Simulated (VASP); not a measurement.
The system is LiSe6.

```
Li Se
1.0
     8.08159    0.00000    0.00000
    -4.04080    6.99886    0.00000
     0.00000    0.00000    4.06270
Li Se
1 6
Direct
  0.00000 0.00000 0.00000
  0.00000 0.30487 0.50000
  0.69513 0.69513 0.50000
  0.30487 0.00000 0.50000
  0.00000 0.69513 0.50000
  0.30487 0.30487 0.50000
  0.69513 0.00000 0.50000
```

* Program: VASP 6.6.1
* Task: relaxation of cell and atoms
* Functional: PBE
* Potentials or basis: VASP PAW PBE potentials, release 64 (Li_sv, Se)
* Cutoff: 600 eV
* k mesh: 6 × 6 × 10
* Occupations: gaussian, width 0.1 eV
* Spin: no spin polarisation

At the start: pressure 0.1 GPa; volume 32.83 Å³/atom.

Question: How do energy, volume and symmetry change on relaxing?

Answer: Over 9 steps the energy falls by 3.7 meV/atom and the volume is 32.34 Å³/atom (-1.5 %); space group P6/mmm (No. 191, to 0.05 Å).

The path:
```csv
step,energy change (eV),largest force (eV/Å),pressure (GPa),volume (Å³)
1,0.0000,0.0453,0.11,229.79
2,-0.0068,0.1013,-0.19,230.55
3,-0.0083,0.1409,-0.40,231.10
4,-0.0127,0.1218,-0.35,230.44
5,-0.0222,0.0601,-0.16,228.41
6,-0.0224,0.0787,0.28,224.31
7,-0.0255,0.0078,0.05,226.35
8,-0.0255,0.0110,0.06,226.26
9,-0.0256,0.0010,0.00,226.39
```

Final structure:
```xyz
7
Lattice="8.1843 0.0000 0.0000 -4.0922 7.0878 0.0000 0.0000 0.0000 3.9026" Properties=species:S:1:pos:R:3 pbc="T T T"
Li    0.0000    0.0000    0.0000
Se   -1.2321    2.1341    1.9513
Se    2.8600    4.9537    1.9513
Se    2.4643    0.0000    1.9513
Se   -2.8600    4.9537    1.9513
Se    1.2321    2.1341    1.9513
Se    5.7201    0.0000    1.9513
```

Caveat: the cutoff is under 1.25 times the usual one of these potentials, so pressure, stress and relaxed cells hold a basis-set (Pulay) error.
